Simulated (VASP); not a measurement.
Runs of VASP 6.6.1 on Ti2In. The structure is that of space group P4/mmm (No. 123), or close to it. The cells are those of the table. 

```tsv
task	spin	cell	cutoff (eV)	gap on the mesh (eV)	pressure (GPa)	largest force (eV/Å)
relaxation of cell and atoms	off	relaxed from a = 2.926, b = 2.926, c = 5.590 Å, 3 atoms	600	none	0.0	0.01
single point	off	a = 2.926, b = 2.926, c = 5.590 Å, 3 atoms	520	none	45.8	(a)
single point	collinear, ferromagnetic start	a = 2.908, b = 2.908, c = 6.990 Å, 3 atoms	520	none	1.8	(b)
single point	off	a = 2.908, b = 2.908, c = 6.990 Å, 3 atoms	520	none	0.2	0.01
```

Alike in all rows: level PBE; potentials or basis VASP PAW PBE potentials, release 64 (Ti_sv, In_d); k mesh 6 × 6 × 4; smearing gaussian 0.1 eV.

Question: Fill in the values left out.

Answer: (a) 4.18; (b) 0.13.

Caveats: some runs use coarse meshes; spin-orbit coupling is left out, which moves the levels of the heavy elements; forces of over 1 eV/Å act on the atoms, so gaps and moduli don't describe the material at rest (some runs).

A k mesh can miss the band edges, and the runs leave out spin-orbit coupling on In.

A gap of «none» marks levels without a gap at the run's occupations.
